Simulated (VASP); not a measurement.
# RbZn (F-43m) in VASP: notebook, part 2 of 2

VASP 6.6.1. Earlier steps stand in the parts before.

### Step 3. Single point, PBE

This run uses another cell than the first one, of 67.59 Å³/atom, 2.196 times its volume.

The input, INCAR:

```
SYSTEM = RbZn
PREC = Accurate
ENCUT = 520
EDIFF = 1E-7
ISMEAR = 0
SIGMA = 0.1
LREAL = .False.
LASPH = .True.
NELM = 60
ALGO = Normal
ISIF = 2
LWAVE = .False.
LCHARG = .True.
GGA = PE
LELF = .True.
LVHAR = .True.
NBANDS = 18
```

The input, KPOINTS:

```
regular mesh
0
Gamma
  6 6 6
  0 0 0
```

The input, POSCAR:

```
RbZn
1.0
    0.0000000000      4.0735222347      4.0735222347
    4.0735222347      0.0000000000      4.0735222347
    4.0735222347      4.0735222347      0.0000000000
Rb Zn
1 1
Direct
    0.0000000000      0.0000000000      0.0000000000
    0.7500000000      0.7500000000      0.7500000000
```

Potentials or basis: VASP PAW PBE potentials, release 64 (Rb_sv, Zn).

Launch:

```bash
$ cat potpaw_PBE.64/Rb_sv/POTCAR potpaw_PBE.64/Zn/POTCAR > POTCAR
$ mpirun -np 1 vasp_std > vasp.out
```

OUTCAR:

```text
SYSTEM = RbZn
   PREC = Accurate
   ENCUT = 520
   EDIFF = 1E-7
   ISMEAR = 0
   LREAL = .False.
   LASPH = .True.
   NELM = 60
   ISIF = 2
   GGA = PE

 ion  position               nearest neighbor table
   1  0.000  0.000  0.000-   2 3.53   2 3.53   2 3.53   2 3.53
   2  0.750  0.750  0.750-   1 3.53   1 3.53   1 3.53   1 3.53

  LATTYP: Found a face centered cubic cell.
 ALAT       =     8.1470444694

  Lattice vectors:

 A1 = (   0.0000000000,   4.0735222347,   4.0735222347)
 A2 = (   4.0735222347,   0.0000000000,   4.0735222347)
 A3 = (   4.0735222347,   4.0735222347,   0.0000000000)

Analysis of symmetry for initial positions (statically):
=====================================================================
 Subroutine PRICEL returns:
 Original cell was already a primitive cell.

 Routine SETGRP: Setting up the symmetry group for a
 face centered cubic supercell.

 Subroutine GETGRP returns: Found 24 space group operations
 (whereof 24 operations were pure point group operations)
 out of a pool of 48 trial point group operations.

The static configuration has the point symmetry T_d .

Analysis of symmetry for dynamics (positions and initial velocities):
=====================================================================
 Subroutine PRICEL returns:
 Original cell was already a primitive cell.

 Routine SETGRP: Setting up the symmetry group for a
 face centered cubic supercell.

 Subroutine GETGRP returns: Found 24 space group operations
 (whereof 24 operations were pure point group operations)
 out of a pool of 48 trial point group operations.

The dynamic configuration has the point symmetry T_d .

 Subroutine INISYM returns: Found 24 space group operations
 (whereof 24 operations are pure point group operations),
 and found     1 'primitive' translations

----------------------------------------------------------------------------------------

                                     Primitive cell

  volume of cell :     135.1887

  direct lattice vectors                    reciprocal lattice vectors
     0.000000000  4.073522235  4.073522235    -0.122743899  0.122743899  0.122743899
     4.073522235  0.000000000  4.073522235     0.122743899 -0.122743899  0.122743899
     4.073522235  4.073522235  0.000000000     0.122743899  0.122743899 -0.122743899

  length of vectors
     5.760830391  5.760830391  5.760830391     0.212598669  0.212598669  0.212598669

  position of ions in fractional coordinates (direct lattice)
     0.000000000  0.000000000  0.000000000
     0.750000000  0.750000000  0.750000000

  ion indices of the primitive-cell ions
   primitive index   ion index
                 1           1
                 2           2

----------------------------------------------------------------------------------------

 KPOINTS: regular mesh

Automatic generation of k-mesh.
 Grid dimensions read from file:
 generate k-points for:    6    6    6

 Generating k-lattice:

  Cartesian coordinates                     Fractional coordinates (reciprocal lattice)
    -0.020457316  0.020457316  0.020457316     0.166666667  0.000000000  0.000000000
     0.020457316 -0.020457316  0.020457316     0.000000000  0.166666667  0.000000000
     0.020457316  0.020457316 -0.020457316     0.000000000  0.000000000  0.166666667

  Length of vectors
     0.035433111  0.035433111  0.035433111

  Shift w.r.t. Gamma in fractional coordinates (k-lattice)
     0.000000000  0.000000000  0.000000000

 Subroutine IBZKPT returns following result:
 ===========================================

 Found     16 irreducible k-points:

 Following reciprocal coordinates:
            Coordinates               Weight
  0.000000  0.000000  0.000000      1.000000
  0.166667  0.000000  0.000000      8.000000
  0.333333  0.000000  0.000000      8.000000
  0.500000  0.000000  0.000000      4.000000
  0.166667  0.166667  0.000000      6.000000
  0.333333  0.166667  0.000000     24.000000
[... 8 lines left out ...]
 -0.333333  0.333333  0.166667     24.000000
 -0.333333  0.500000  0.166667     12.000000
   k-points           NKPTS =     16   k-points in BZ     NKDIM =     16   number of bands    NBANDS=     18
   number of dos      NEDOS =    301   number of ions     NIONS =      2
   total plane-waves  NPLWV = 110592
   dimension x,y,z NGX =    48 NGY =   48 NGZ =   48
   dimension x,y,z NGXF=    96 NGYF=   96 NGZF=   96
   ions per type =               1   1
   NGX,Y,Z   is equivalent  to a cutoff of  13.85, 13.85, 13.85 a.u.
   NGXF,Y,Z  is equivalent  to a cutoff of  27.70, 27.70, 27.70 a.u.
 SYSTEM =  RbZn
   PREC   = accura    normal or accurate (medium, high low for compatibility)
   ISTART =      0    job   : 0-new  1-cont  2-samecut
   ICHARG =      2    charge: 1-file 2-atom 10-const
   ISPIN  =      1    spin polarized calculation?
   LNONCOLLINEAR =      F non collinear calculations
   LSORBIT =      F    spin-orbit coupling
   LASPH  =      T    aspherical Exc in radial PAW
   ENCUT  =  520.0 eV  38.22 Ry    6.18 a.u.  10.71 10.71 10.71*2*pi/ulx,y,z
   NELM   =     60;   NELMIN=  2; NELMDL= -5     # of ELM steps
   EDIFF  = 0.1E-06   stopping-criterion for ELM
   LREAL  =      F    real-space projection
   EDIFFG = 0.1E-05   stopping-criterion for IOM
   NSW    =      0    number of steps for IOM
   IBRION =     -1    ionic relax: 0-MD 1-quasi-New 2-CG
   NFREE  =      0    steps in history (QN), initial steepest desc. (CG)
   ISIF   =      2    stress and relaxation
   ISYM   =      2    0-nonsym 1-usesym 2-fastsym
   POTIM  = 0.5000    time-step for ionic-motion
   TEBEG  =    0.0;   TEEND  =   0.0 temperature during run
   PSTRESS=    0.0 pullay stress
   NELECT =      21.0000    total number of electrons
   NUPDOWN=      -1.0000    fix difference up-down
   EMIN   =  10.00;   EMAX   =-10.00  energy-range for DOS
   EFERMI =   0.00;   METHOD = LEGACY
   ISMEAR =     0;   SIGMA  =   0.10  broadening in eV -4-tet -1-fermi 0-gaus
   EFERMI_NEDOS =   21; number of points for ismear=-14 and -15
   IALGO  =     38    algorithm
   IMIX   =      4    mixing-type and parameters
     AMIX     =   0.40;   BMIX     =  1.00
     AMIX_MAG =   1.60;   BMIX_MAG =  1.00
  volume/ion in A,a.u.               =      67.59       456.15
  Fermi-wavevector in a.u.,A,eV,Ry     =   0.880037  1.663030 10.537249  0.774466
  Thomas-Fermi vector in A             =   2.000343
   LORBIT       =      0    0 simple, 1 ext, 2 COOP (PROOUT), +10 PAW based schemes
   GGA     = PE    functional components
   LHFCALC =     F    Hartree Fock is set to
   AEXX    =    0.0000 exact exchange contribution
   IVDW    =     0    specifies the selected vdW correction
   LEPSILON=     F    determine dielectric tensor
   LRPA    =     F    only Hartree local field effects (RPA)
 non-spin polarized calculation
 Gauss-broadening in eV      SIGMA  =   0.10
  energy-cutoff  :      520.00
  volume of cell :      135.19
 maximum number of plane-waves:      3695
 NGX is ok and might be reduce to    48
   NGX = 21   NGY = 21   NGZ = 21

 number of electron      21.0000006 magnetization

 Free energy of the ion-electron system (eV)
  ---------------------------------------------------
  ext. energy  EPLUGINS =         0.00000000
  ---------------------------------------------------
  free energy    TOTEN  =        -1.05873982 eV

  energy without entropy =       -1.03657248  energy(sigma->0) =       -1.04765615

 E-fermi :  -0.4102     XC(G=0):  -5.7252

 val. band max:       -0.4156567445   @ k =   0.5000   0.3333   0.1667
 cond. band min:      -0.3862186976   @ k =  -0.3333   0.5000   0.1667
 fundamental gap:      0.0294380469
 Fermi energy:        -0.4102103517

 k-point     1 :       0.0000    0.0000    0.0000
  band No.  band energies     occupation
      1     -28.9902      2.00000
      2     -13.0880      2.00000
      3     -13.0880      2.00000
      4     -13.0880      2.00000
      5      -7.9305      2.00000
      6      -7.9305      2.00000
[... 10 lines left out ...]
     17       5.1127      0.00000
     18       5.1127      0.00000
[... 295 lines left out ...]
 k-point    16 :      -0.3333    0.5000    0.1667
  band No.  band energies     occupation
      1     -28.9894      2.00000
      2     -13.1153      2.00000
      3     -13.1024      2.00000
      4     -13.0981      2.00000
      5      -7.9370      2.00000
      6      -7.9333      2.00000
[... 10 lines left out ...]
     17       4.3540      0.00000
     18       5.1802      0.00000

------------------------ aborting loop because EDIFF is reached ----------------------------------------

  FORCE on cell =-STRESS in cart. coord.  units (eV):
  Direction    XX          YY          ZZ          XY          YZ          ZX
  --------------------------------------------------------------------------------------
  -------------------------------------------------------------------------------------
  Total        0.1067565      0.1067565      0.1067565      0.0000000      0.0000000     -0.0000000
  in kB        1.2652163      1.2652163      1.2652163      0.0000000      0.0000000     -0.0000000
  external PRESSURE =       1.2652163 kB  Pullay stress =       0.0000000 kB

 VOLUME and BASIS-vectors are now :
 -----------------------------------------------------------------------------
  energy-cutoff  :      520.00
  volume of cell :      135.19
      direct lattice vectors                 reciprocal lattice vectors
     0.000000000  4.073522235  4.073522235    -0.122743899  0.122743899  0.122743899
     4.073522235  0.000000000  4.073522235     0.122743899 -0.122743899  0.122743899
     4.073522235  4.073522235  0.000000000     0.122743899  0.122743899 -0.122743899

 POSITION                                       TOTAL-FORCE (eV/Angst)
 -----------------------------------------------------------------------------------
      0.00000      0.00000      0.00000        -0.000000     -0.000000      0.000000
      6.11028      6.11028      6.11028         0.000000      0.000000     -0.000000
 -----------------------------------------------------------------------------------
    total drift:                               -0.000000     -0.000000     -0.000000

  FREE ENERGIE OF THE ION-ELECTRON SYSTEM (eV)
  ---------------------------------------------------
  free  energy   TOTEN  =        -1.0587398192 eV

  energy  without entropy=       -1.0365724841  energy(sigma->0) =       -1.04765615
```

OSZICAR:

```text
N       E                     dE             d eps       ncg     rms          rms(c)
DAV:   1     0.112461517951E+03    0.11246E+03   -0.85869E+03   576   0.100E+03
DAV:   2     0.898419913836E+01   -0.10348E+03   -0.10055E+03   608   0.221E+02
DAV:   3    -0.711837257779E+00   -0.96960E+01   -0.96568E+01   726   0.665E+01
DAV:   4    -0.105326606197E+01   -0.34143E+00   -0.34046E+00   926   0.991E+00
DAV:   5    -0.105787482192E+01   -0.46088E-02   -0.46081E-02   774   0.106E+00    0.196E+00
DAV:   6    -0.105578166097E+01    0.20932E-02   -0.34199E-02   686   0.172E+00    0.112E+00
DAV:   7    -0.105786412594E+01   -0.20825E-02   -0.28404E-03   756   0.374E-01    0.331E-01
DAV:   8    -0.105853187144E+01   -0.66775E-03   -0.77281E-04   700   0.200E-01    0.407E-02
DAV:   9    -0.105872538195E+01   -0.19351E-03   -0.28000E-04   694   0.745E-02    0.107E-02
DAV:  10    -0.105873602255E+01   -0.10641E-04   -0.14897E-05   746   0.147E-02    0.501E-03
DAV:  11    -0.105873899793E+01   -0.29754E-05   -0.45790E-06   780   0.646E-03    0.162E-03
DAV:  12    -0.105873981879E+01   -0.82086E-06   -0.11554E-06   678   0.411E-03    0.593E-04
DAV:  13    -0.105873981916E+01   -0.36880E-09   -0.34568E-08   578   0.102E-03
   1 F= -.10587398E+01 E0= -.10476562E+01  d E =-.221673E-01
```

It took 26 s on 1 thread of Intel Xeon Platinum 8559C (Emerald Rapids), shared host; peak memory 0.31 GiB.

Results:

```yaml
Free_energy: -1.0587 eV
Pressure: 0.1 GPa
```

Levels at points of the mesh, in eV from the Fermi level:
```tsv
k point	band 7	band 8	band 9	band 10	band 11	band 12	band 13	band 14
(0.00, 0.00, 0.00)	-7.52	-7.52	-7.52	-4.23	1.43	1.43	1.43	2.04
(0.50, 0.00, 0.00)	-7.52	-7.52	-7.52	-3.68	-0.33	1.51	1.51	3.18
(0.50, 0.50, 0.00)	-7.52	-7.52	-7.52	-3.49	-0.26	1.45	1.45	1.77
```
